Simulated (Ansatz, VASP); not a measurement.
**Two plane-wave programs on CsCaBr3**

```
Cs Ca Br
1.0
     6.20159    0.00000    0.00000
     0.00000    6.20159    0.00000
     0.00000    0.00000    4.83724
Cs Ca Br
1 1 3
Direct
  0.00000 0.00000 0.00000
  0.50000 0.50000 0.50000
  0.50000 0.00000 0.50000
  0.00000 0.50000 0.50000
  0.50000 0.50000 0.00000
```

Alike in both runs: task single point; functional LDA; k mesh 6 × 6 × 6; occupations gaussian, width 0.05 eV; no spin polarisation.

|  | VASP | Ansatz |
| --- | --- | --- |
| version | VASP 6.6.1 | Ansatz 0.2.0 |
| potentials or method | VASP PAW LDA potentials, release 64 (Cs_sv, Ca_sv, Br), cutoff 520 eV | scalar-relativistic, plane waves, PAW |
| valence electrons in the cell | 40 | 40 |

Ansatz gave:

- gap on the k mesh at the Fermi level (eV): 3.83
- least direct gap on the mesh (eV): 3.83
- pressure (GPa): 0.9
- traceless stress, the component that is largest in VASP (GPa): 9.64

Task: Estimate VASP's values.

Result: gap on the k mesh at the Fermi level (eV): 3.83; least direct gap on the mesh (eV): 3.83; pressure (GPa): 1.0; traceless stress, the component that is largest in VASP (GPa): 9.81.

LDA's correlation is that of Perdew and Zunger in VASP and of Perdew and Wang (1992) in Ansatz.

Spin-orbit coupling is off throughout.
